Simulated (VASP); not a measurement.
Zn, 2 atoms in the cell. The structure is hexagonal, space group P6_3/mmc (No. 194). Conventional cell: a = 2.600 Å, b = 2.600 Å, c = 4.212 Å, α = 90.00°, β = 90.00°, γ = 120.00°. Zn (site symmetry -6m2) has 12 Zn at 2.59 to 2.60 Å within 3.4 Å. 

| Property | Result |
| --- | --- |
| Program | VASP 6.6.1 |
| Task | relaxation of cell and atoms |
| Functional | PBE |
| Potentials or basis | VASP PAW PBE potentials, release 64 (Zn) |
| Cutoff | 600 eV |
| k mesh | 18 × 18 × 10 |
| Occupations | fermi-dirac, width 0.08 eV |
| Spin | no spin polarisation |
| Dipole correction | no |
| Further INCAR settings | ALGO = Normal; EDIFF = 1e-07; IBRION = 2; EDIFFG = -0.005; NSW = 100; ISIF = 3 |

Potentials or basis: VASP PAW PBE potentials, release 64 (Zn).

Run with:

```console
$ cat potpaw_PBE.64/Zn/POTCAR > POTCAR
$ mpirun -np 1 vasp_std > vasp.out
```

Hardware: 1 thread of Intel(R) Xeon(R) Platinum 8488C (Sapphire Rapids), on a shared host.

Q: Estimate the wall time of this run.

A: Wall time 16 min on 1 thread of Intel(R) Xeon(R) Platinum 8488C (Sapphire Rapids) (shared host), peak memory 0.24 GiB. Counts: scf iterations 201, k points 222, ion steps 27.
